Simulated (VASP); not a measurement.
Input of a VASP 6.6.1 run:

File POSCAR:

```
HfIn4SiO6
1.0
    2.7158500000     -4.7035700000      0.0083300000
    2.7158500000      4.7035700000      0.0083300000
   -1.8791500000      0.0000000000      7.4012700000
Hf In Si O
1 4 1 6
Direct
    0.7883500000      0.2116500000      0.0000000000
    0.6217500000      0.3782500000      0.5000000000
    0.4550200000      0.5449800000      0.0000000000
    0.2840700000      0.7159300000      0.5000000000
    0.9581400000      0.0418600000      0.5000000000
    0.1216800000      0.8783200000      0.0000000000
    0.0621900000      0.1141500000      0.8666600000
    0.8858500000      0.9378100000      0.1333400000
    0.7949000000      0.5378400000      0.8666300000
    0.4621600000      0.2051000000      0.1333700000
    0.1535200000      0.6287900000      0.1333300000
    0.3712100000      0.8464800000      0.8666700000
```

Contents of INCAR.step1:

```
ALGO = Normal
EDIFF = 1E-5
ENCUT = 520
GGA = PE
ISIF = 2
ISMEAR = -1
KPAR = 4
LASPH = True
LREAL = False
LWAVE = True
NBANDS = 63
NELM = 100
PREC = Accurate
SIGMA = 0.05
```

INCAR.step2

```
ALGO = Normal
EDIFF = 1E-6
ENCUT = 520
GGA = PE
HFSCREEN = 0.2079
ISIF = 2
ISMEAR = -1
ISTART = 1
KPAR = 4
LASPH = True
LCHARG = True
LHFCALC = True
LREAL = False
LVHAR = True
LWAVE = False
NBANDS = 63
NELM = 100
PREC = Accurate
PRECFOCK = Fast
SIGMA = 0.05
```

The input KPOINTS:

```
k-points
0
Gamma
  3 3 2
```

Potentials or basis: VASP PAW PBE potentials, release 64 (Hf_pv, In_d, Si, O).

Launch:

```sh
$ cat potpaw_PBE.64/Hf_pv/POTCAR potpaw_PBE.64/In_d/POTCAR potpaw_PBE.64/Si/POTCAR potpaw_PBE.64/O/POTCAR > POTCAR
$ cp INCAR.step1 INCAR
$ mpirun -np 4 vasp_std > vasp.out
$ cp INCAR.step2 INCAR
$ mpirun -np 4 vasp_std > vasp.out
```

Predict the pressure.

-4.8 GPa.

Estimate the band gap on the k mesh.

zero (bands 51 and 52 overlap by 1.90 eV).

Predict the largest force.

0.632 eV/Å.

Stress tensor (GPa, compression positive):
```
-5.43  0.00 -0.01
 0.00 -5.91  0.00
-0.01  0.00 -2.97
```

Caveat: the k points lie up to 0.46 Å⁻¹ apart, too coarse for converged energies and pressures of a metal; the PAW data sets were made with another functional, which shifts forces and pressure a little; spin-orbit coupling is left out, which moves the levels of the heavy elements.
